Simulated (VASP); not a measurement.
Here is a VASP 6.6.1 calculation.

Contents of INCAR:

```
SYSTEM = MgO
  ALGO = Normal
  EDIFF = 1E-6
  ENCUT = 520
  GGA = PE
  ISIF = 2
  ISMEAR = 0
  LASPH = .True.
  LCHARG = .True.
  LELF = .True.
  LREAL = .False.
  LVHAR = .True.
  LWAVE = .False.
  NBANDS = 11
  NELM = 80
  PREC = Accurate
  SIGMA = 0.05
```

Contents of KPOINTS:

```
k-points
0
Gamma
  9 9 8
  0 0 0
```

POSCAR

```
MgO
1.0
    2.9820912170      0.0000000000      0.0000000000
   -1.4910456085      2.5825667503      0.0000000000
    0.0000000000      0.0000000000      2.7198752000
Mg O
1 1
Direct
    0.0000000000      0.0000000000      0.0000000000
    0.3333333333      0.6666666667      0.5000000000
```

Potentials or basis: VASP PAW PBE potentials, release 64 (Mg, O).

Launch:

```console
$ cat potpaw_PBE.64/Mg/POTCAR potpaw_PBE.64/O/POTCAR > POTCAR
$ mpirun -np 1 vasp_std > vasp.out
```

Q: Estimate the band gap on the k mesh.

A: 2.67 eV, indirect (least direct gap 3.06 eV).

Q: What does it give for the pressure?

A: -6.3 GPa.

Stress tensor (GPa, compression positive):
```
-5.77  0.00  0.00
 0.00 -5.77  0.00
 0.00  0.00 -7.23
```

Caveat: the cell differs from its parent crystal (strain +0.015 along x and y, +0.015 along z). A k mesh can miss the band edges.
